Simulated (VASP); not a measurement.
# InSb in VASP: notebook

InSb is run at these levels: PBE; tasks: electric field gradients.

Everything below comes from runs of VASP 6.6.1. Logs are shortened: lines on timing, memory, paths and dates and some standing lists are left out, and cuts for length are marked.

**Experimental background.**

“Electronic Structure and Epitaxy of CdTe Shells on InSb Nanowires”, 2021, arxiv:2111.05126 quotes, for a bulk crystal of InSb: band gap 0.24 eV.

The results are compared with them further down.

## (1) The cell of the first run

The structure is tetragonal, space group I-4m2 (No. 119). The conventional cell has a = 4.627 Å, b = 4.627 Å, c = 6.478 Å, α = 90.00°, β = 90.00°, γ = 90.00°. In (site symmetry -4m2) has 4 Sb at 2.82 Å within 3.7 Å. Within 3.7 Å of Sb (site symmetry -4m2) lie 4 In at 2.82 Å.

## (2) Electric field gradients, PBE (equal xx and yy strain of +1 %)

The input, INCAR:

```
PREC = Accurate ; ENCUT = 520
EDIFF = 1E-8 ; ISMEAR = -1
SIGMA = 0.03 ; LREAL = False
LASPH = True ; NELM = 80
ALGO = Normal ; ISIF = 2
LWAVE = False ; LCHARG = False
GGA = PE ; LEFG = True
NBANDS = 16
```

The input, KPOINTS:

```
Automatic mesh
0
Gamma
  10 10 10
```

The input, POSCAR:

```
InSb
1.0
    0.0000000000      3.2714910000      3.2391000000
    3.2714910000      0.0000000000      3.2391000000
    3.2714910000      3.2714910000      0.0000000000
In Sb
1 1
Direct
    0.0000000000      0.0000000000      0.0000000000
    0.7500000000      0.7500000000      0.7500000000
```

Potentials or basis: VASP PAW PBE potentials, release 64 (In_d, Sb).

Command:

```console
> cat potpaw_PBE.64/In_d/POTCAR potpaw_PBE.64/Sb/POTCAR > POTCAR
> mpirun -np 1 vasp_std > vasp.out
```

OUTCAR:

```text
PREC = Accurate
   ENCUT = 520
   EDIFF = 1E-8
   ISMEAR = -1
   LREAL = False
   LASPH = True
   NELM = 80
   ISIF = 2
   GGA = PE

 ion  position               nearest neighbor table
   1  0.000  0.000  0.000-   2 2.82   2 2.82   2 2.82   2 2.82
   2  0.750  0.750  0.750-   1 2.82   1 2.82   1 2.82   1 2.82

  LATTYP: Found a body centered tetragonal cell.
 ALAT       =     4.6265869414
 C/A-ratio  =     1.4002114479

  Lattice vectors:

 A1 = (   0.0000000000,  -3.2714910000,  -3.2391000000)
 A2 = (   0.0000000000,   3.2714910000,  -3.2391000000)
 A3 = (   3.2714910000,   0.0000000000,   3.2391000000)

Analysis of symmetry for initial positions (statically):
=====================================================================
 Subroutine PRICEL returns:
 Original cell was already a primitive cell.

 Routine SETGRP: Setting up the symmetry group for a
 body centered tetragonal supercell.

 Subroutine GETGRP returns: Found  8 space group operations
 (whereof  8 operations were pure point group operations)
 out of a pool of 16 trial point group operations.

The static configuration has the point symmetry D_2d.

Analysis of symmetry for dynamics (positions and initial velocities):
=====================================================================
 Subroutine PRICEL returns:
 Original cell was already a primitive cell.

 Routine SETGRP: Setting up the symmetry group for a
 body centered tetragonal supercell.

 Subroutine GETGRP returns: Found  8 space group operations
 (whereof  8 operations were pure point group operations)
 out of a pool of 16 trial point group operations.

The dynamic configuration has the point symmetry D_2d.

 Subroutine INISYM returns: Found  8 space group operations
 (whereof  8 operations are pure point group operations),
 and found     1 'primitive' translations

----------------------------------------------------------------------------------------

                                     Primitive cell

  volume of cell :      69.3339

  direct lattice vectors                    reciprocal lattice vectors
     0.000000000  3.271491000  3.239100000    -0.152835511  0.152835511  0.154363867
     3.271491000  0.000000000  3.239100000     0.152835511 -0.152835511  0.154363867
     3.271491000  3.271491000  0.000000000     0.152835511  0.152835511 -0.154363867

  length of vectors
     4.603740020  4.603740020  4.626586941     0.265604199  0.265604199  0.265604199

  position of ions in fractional coordinates (direct lattice)
     0.000000000  0.000000000  0.000000000
     0.750000000  0.750000000  0.750000000

  ion indices of the primitive-cell ions
   primitive index   ion index
                 1           1
                 2           2

----------------------------------------------------------------------------------------

 KPOINTS: Automatic mesh

Automatic generation of k-mesh.
 Grid dimensions read from file:
 generate k-points for:   10   10   10

 Generating k-lattice:

  Cartesian coordinates                     Fractional coordinates (reciprocal lattice)
    -0.015283551  0.015283551  0.015436387     0.100000000  0.000000000  0.000000000
     0.015283551 -0.015283551  0.015436387     0.000000000  0.100000000  0.000000000
     0.015283551  0.015283551 -0.015436387     0.000000000  0.000000000  0.100000000

  Length of vectors
     0.026560420  0.026560420  0.026560420

  Shift w.r.t. Gamma in fractional coordinates (k-lattice)
     0.000000000  0.000000000  0.000000000

 Subroutine IBZKPT returns following result:
 ===========================================

 Found    102 irreducible k-points:

 Following reciprocal coordinates:
            Coordinates               Weight
  0.000000  0.000000  0.000000      1.000000
  0.100000  0.000000  0.000000      8.000000
  0.200000  0.000000  0.000000      8.000000
  0.300000  0.000000  0.000000      8.000000
  0.400000  0.000000  0.000000      8.000000
  0.500000  0.000000  0.000000      4.000000
[... 16 lines left out ...]
  0.300000  0.300000  0.000000      2.000000
  0.400000  0.300000  0.000000      8.000000
 [... further k-points ...]
   k-points           NKPTS =    102   k-points in BZ     NKDIM =    102   number of bands    NBANDS=     16
   number of dos      NEDOS =    301   number of ions     NIONS =      2
   total plane-waves  NPLWV =  46656
   dimension x,y,z NGX =    36 NGY =   36 NGZ =   36
   dimension x,y,z NGXF=    72 NGYF=   72 NGZF=   72
   ions per type =               1   1
   NGX,Y,Z   is equivalent  to a cutoff of  13.00, 13.00, 12.94 a.u.
   NGXF,Y,Z  is equivalent  to a cutoff of  26.00, 26.00, 25.87 a.u.
 SYSTEM =  unknown system
   PREC   = accura    normal or accurate (medium, high low for compatibility)
   ISTART =      0    job   : 0-new  1-cont  2-samecut
   ICHARG =      2    charge: 1-file 2-atom 10-const
   ISPIN  =      1    spin polarized calculation?
   LNONCOLLINEAR =      F non collinear calculations
   LSORBIT =      F    spin-orbit coupling
   LASPH  =      T    aspherical Exc in radial PAW
   ENCUT  =  520.0 eV  38.22 Ry    6.18 a.u.   8.56  8.56  8.60*2*pi/ulx,y,z
   NELM   =     80;   NELMIN=  2; NELMDL= -5     # of ELM steps
   EDIFF  = 0.1E-07   stopping-criterion for ELM
   LREAL  =      F    real-space projection
   EDIFFG = 0.1E-06   stopping-criterion for IOM
   NSW    =      0    number of steps for IOM
   IBRION =     -1    ionic relax: 0-MD 1-quasi-New 2-CG
   NFREE  =      0    steps in history (QN), initial steepest desc. (CG)
   ISIF   =      2    stress and relaxation
   ISYM   =      2    0-nonsym 1-usesym 2-fastsym
   POTIM  = 0.5000    time-step for ionic-motion
   TEBEG  =    0.0;   TEEND  =   0.0 temperature during run
   PSTRESS=    0.0 pullay stress
   NELECT =      18.0000    total number of electrons
   NUPDOWN=      -1.0000    fix difference up-down
   EMIN   =  10.00;   EMAX   =-10.00  energy-range for DOS
   EFERMI =   0.00;   METHOD = LEGACY
   ISMEAR =    -1;   SIGMA  =   0.03  broadening in eV -4-tet -1-fermi 0-gaus
   EFERMI_NEDOS =   21; number of points for ismear=-14 and -15
   IALGO  =     38    algorithm
   IMIX   =      4    mixing-type and parameters
     AMIX     =   0.40;   BMIX     =  1.00
     AMIX_MAG =   1.60;   BMIX_MAG =  1.00
  volume/ion in A,a.u.               =      34.67       233.94
  Fermi-wavevector in a.u.,A,eV,Ry     =   1.044360  1.973555 14.839720  1.090689
  Thomas-Fermi vector in A             =   2.179110
   LORBIT       =      0    0 simple, 1 ext, 2 COOP (PROOUT), +10 PAW based schemes
   GGA     = PE    functional components
   LHFCALC =     F    Hartree Fock is set to
   AEXX    =    0.0000 exact exchange contribution
   IVDW    =     0    specifies the selected vdW correction
   LEPSILON=     F    determine dielectric tensor
   LRPA    =     F    only Hartree local field effects (RPA)
 non-spin polarized calculation
  energy-cutoff  :      520.00
  volume of cell :       69.33
 maximum number of plane-waves:      1885
 NGX is ok and might be reduce to    36
   NGX = 17   NGY = 17   NGZ = 17

 number of electron      17.9999995 magnetization

 Free energy of the ion-electron system (eV)
  ---------------------------------------------------
  ext. energy  EPLUGINS =         0.00000000
  ---------------------------------------------------
  free energy    TOTEN  =        -6.92808728 eV

  energy without entropy =       -6.92794752  energy(sigma->0) =       -6.92801740

 E-fermi :   4.9295     XC(G=0):  -8.6023

 val. band max:        4.8846733244   @ k =   0.0000   0.0000   0.0000
 cond. band min:       4.9325898627   @ k =   0.0000   0.0000   0.0000
 fundamental gap:      0.0479165383
 Fermi energy:         4.9294884603

 k-point     1 :       0.0000    0.0000    0.0000
  band No.  band energies     occupation
      1      -9.6647      2.00000
      2      -9.6647      2.00000
      3      -9.6626      2.00000
      4      -9.5850      2.00000
      5      -9.5835      2.00000
      6      -5.6941      2.00000
[... 8 lines left out ...]
     15      13.0688      0.00000
     16      13.2112      0.00000

 k-point     2 :       0.1000    0.0000    0.0000
  band No.  band energies     occupation
      1      -9.6683      2.00000
      2      -9.6627      2.00000
      3      -9.6612      2.00000
      4      -9.5851      2.00000
      5      -9.5835      2.00000
      6      -5.6056      2.00000
[... 8 lines left out ...]
     15      12.4715      0.00000
     16      12.5735      0.00000
[... 387 lines left out ...]
      5      -9.5775      2.00000
      6      -4.6954      2.00000
[... 8 lines left out ...]
     15      13.9722      0.00000
     16      14.5624      0.00000

 k-point    24 :       0.4000    0.3000    0.0000
  band No.  band energies     occupation
      1      -9.7225      2.00000
      2      -9.6336      2.00000
      3      -9.6329      2.00000
      4      -9.5980      2.00000
      5      -9.5768      2.00000
      6      -4.3595      2.00000
[... 8 lines left out ...]
     15      14.4380      0.00000
     16      14.9511      0.00000

 [... further k-points ...]
[... 5 lines left out ...]
  --------------------------------------------------------------------------------------
  -------------------------------------------------------------------------------------
  Total        0.8923054      0.8923054      0.9996205      0.0000000      0.0000000      0.0000000
  in kB       20.6195069     20.6195069     23.0993589      0.0000000      0.0000000      0.0000000
  external PRESSURE =      21.4461242 kB  Pullay stress =       0.0000000 kB

 VOLUME and BASIS-vectors are now :
 -----------------------------------------------------------------------------
  energy-cutoff  :      520.00
  volume of cell :       69.33
      direct lattice vectors                 reciprocal lattice vectors
     0.000000000  3.271491000  3.239100000    -0.152835511  0.152835511  0.154363867
     3.271491000  0.000000000  3.239100000     0.152835511 -0.152835511  0.154363867
     3.271491000  3.271491000  0.000000000     0.152835511  0.152835511 -0.154363867

 POSITION                                       TOTAL-FORCE (eV/Angst)
 -----------------------------------------------------------------------------------
      0.00000      0.00000      0.00000        -0.000000     -0.000000     -0.000000
      4.90724      4.90724      4.85865         0.000000      0.000000      0.000000
 -----------------------------------------------------------------------------------
    total drift:                                0.000000      0.000000     -0.000000

  FREE ENERGIE OF THE ION-ELECTRON SYSTEM (eV)
  ---------------------------------------------------
  free  energy   TOTEN  =        -6.9280872757 eV

  energy  without entropy=       -6.9279475201  energy(sigma->0) =       -6.92801740

 Electric field gradients (V/A^2)
---------------------------------------------------------------------
 ion       V_xx      V_yy      V_zz      V_xy      V_xz      V_yz
---------------------------------------------------------------------
   1      -1.405    -1.405     2.809     0.002     0.002     0.002
   2       1.017     1.017    -2.034    -0.000    -0.000    -0.000
---------------------------------------------------------------------

 Electric field gradients after diagonalization (V/A^2)
 (convention: |V_zz| > |V_xx| > |V_yy|)
----------------------------------------------------------------------
 ion       V_xx      V_yy      V_zz     asymmetry (V_yy - V_xx)/ V_zz
----------------------------------------------------------------------
   1      -1.406    -1.403     2.809       0.001
   2       1.017     1.017    -2.034       0.000
----------------------------------------------------------------------

           NMR quadrupolar parameters

 Cq : quadrupolar parameter    Cq=e*Q*V_zz/h
 eta: asymmetry parameters     (V_yy - V_xx)/ V_zz
 Q  : nuclear electric quadrupole moment in mb (millibarn)
----------------------------------------------------------------------
 ion       Cq(MHz)       eta       Q (mb)
----------------------------------------------------------------------
   1       0.007       0.001       1.000
   2      -0.005       0.000       1.000
----------------------------------------------------------------------
```

It took 3.2 min on 1 thread of AMD EPYC 7R43 (Zen 3), shared host; peak memory 0.25 GiB.

What came out:

```yaml
Free_energy: -6.9281 eV
Pressure: 2.1 GPa
Band_gap_on_the_k_mesh: 0.05 eV, direct
```

Levels at points of the mesh, in eV from the valence-band top:
| k point | band 7 | band 8 | band 9 | band 10 | band 11 | band 12 |
| --- | --- | --- | --- | --- | --- | --- |
| (0.00, 0.00, 0.00) | -0.29 | 0.00 | 0.00 | 0.05 | 2.96 | 2.99 |
| (0.50, 0.00, 0.00) | -5.51 | -0.99 | -0.93 | 0.52 | 3.80 | 3.85 |
| (0.50, 0.50, 0.00) | -5.79 | -2.22 | -2.22 | 1.31 | 1.37 | 8.06 |
| (0.50, 0.00, 0.50) | -5.83 | -2.17 | -2.16 | 1.38 | 1.41 | 8.03 |

Electric field gradients, principal values (V/Å²):
```tsv
atom	least	middle	greatest (by size)
1 In	-1.403	-1.406	2.809
2 Sb	1.017	1.017	-2.034
```

Caveat: the cell differs from its parent crystal (equal xx and yy strain of +1 %); without QUAD_EFG the Cq values of the log hold for a quadrupole moment of 1 mb, not for the nuclei; spin-orbit coupling is left out, which moves the levels of the heavy elements. A k mesh can miss the band edges.

[end of part 1 of 3]
